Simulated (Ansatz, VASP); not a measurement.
One calculation of SrCl2, two programs

INCAR

```
ALGO = Normal ; EDIFF = 1E-7
ENCUT = 520 ; GGA = PE
ISIF = 2 ; ISMEAR = 0
LASPH = True ; LCHARG = False
LREAL = False ; LWAVE = False
NBANDS = 19 ; NELM = 100
PREC = Accurate ; SIGMA = 0.05
```

The input KPOINTS:

```
k-points
0
Gamma
  6 6 6
```

Contents of POSCAR:

```
SrCl2
1.0
    0.0000000000      3.4992369511      3.3886610634
    3.4992369511      0.0000000000      3.3886610634
    3.4992369511      3.4992369511      0.0000000000
Sr Cl
1 2
Direct
    0.0000000000      0.0000000000      0.0000000000
    0.2500000000      0.2500000000      0.2500000000
    0.7500000000      0.7500000000      0.7500000000
```

Input for Ansatz:

```yaml
crystal:
  lattice:
    - [0.0, 3.4992369511, 3.3886610634]
    - [3.4992369511, 0.0, 3.3886610634]
    - [3.4992369511, 3.4992369511, 0.0]
  atoms:
    - { symbol: Sr, position: [0.0, 0.0, 0.0] }
    - { symbol: Cl, position: [0.25, 0.25, 0.25] }
    - { symbol: Cl, position: [0.75, 0.75, 0.75] }
basis:
  ecutwfc: 420
kpoints:
  mp_grid: { grid: [6, 6, 6] }
hamiltonian:
  xc: pbe
scf:
  occupations: { method: gaussian, width: 0.05 }
output:
  forces: true
  stress: true
  eigenvalues: true
  write_density: true
  write_potential: true
  elf: true
  volumetric_format: npy
```

Alike in both runs: task single point; functional PBE; k mesh 6 × 6 × 6; occupations gaussian, width 0.05 eV; no spin polarisation.

|  | VASP | Ansatz |
| --- | --- | --- |
| version | VASP 6.6.1 | Ansatz 0.2.0 |
| potentials or method | VASP PAW PBE potentials, release 64 (Sr_sv, Cl), cutoff 520 eV | scalar-relativistic, plane waves, PAW |
| valence electrons in the cell | 24 | 24 |

|  | VASP | Ansatz | Ansatz less VASP |
| --- | --- | --- | --- |
| gap on the k mesh at the Fermi level (eV) | 5.25 | 5.26 | +0.005 |
| least direct gap on the mesh (eV) | 5.35 | 5.35 | +0.002 |
| pressure (GPa) | 2.0 | 1.9 | -0.10 |
| traceless stress, the component that is largest in VASP (GPa) | 1.16 | 1.17 | +0.007 |

The functional is the same, so the differences come from potentials, cutoffs and numerics.
